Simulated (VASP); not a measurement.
Runs of VASP 6.6.1 on SiBBr. The structure is that of space group P4/mmm (No. 123), or close to it. The cells are those of the table. 

| task | cell | k mesh | cutoff (eV) | k mesh for the DOS | occupations for the DOS | gap on the mesh (eV) | pressure (GPa) | relaxed volume (Å³/atom) |
| --- | --- | --- | --- | --- | --- | --- | --- | --- |
| single point | a = 3.427, b = 3.427, c = 5.410 Å, 3 atoms | 14 × 14 × 8 | 520 | - | - | none | 0.0 | - |
| relaxation of cell and atoms | relaxed from a = 3.427, b = 3.427, c = 5.410 Å, 3 atoms | 14 × 14 × 10 | 600 | - | - | none | 0.0 | 21.16 |
| single point | a = 2.936, b = 2.936, c = 4.861 Å, 3 atoms | 6 × 6 × 4 | 520 | - | - | none | 24.4 | - |
| relaxation of cell and atoms | relaxed from a = 3.115, b = 3.115, c = 5.699 Å, 3 atoms | 14 × 14 × 8 | 600 | - | - | none | 0.0 | 21.18 |
| single point | a = 3.427, b = 3.427, c = 5.407 Å, 3 atoms | 14 × 14 × 10 | 520 | - | - | none | 0.0 | - |
| single point | a = 3.115, b = 3.115, c = 5.699 Å, 3 atoms | 6 × 6 × 4 | 520 | - | - | none | 0.0 | - |
| relaxation of cell and atoms | relaxed from a = 2.936, b = 2.936, c = 4.861 Å, 3 atoms | 6 × 6 × 4 | 600 | - | - | none | 0.0 | (a) |

Alike in all rows: level PBE; potentials or basis VASP PAW PBE potentials, release 64 (Si, B, Br); no spin polarisation; smearing gaussian 0.1 eV.

**Question.** Fill in the values left out.

**Answer.** (a) 20.94.

Caveats: the volume moved by over 15 % at a fixed basis, so the end points are rough (some runs).

A k mesh can miss the band edges, and the runs leave out spin-orbit coupling on Br.

A gap of «none» marks levels without a gap at the run's occupations.
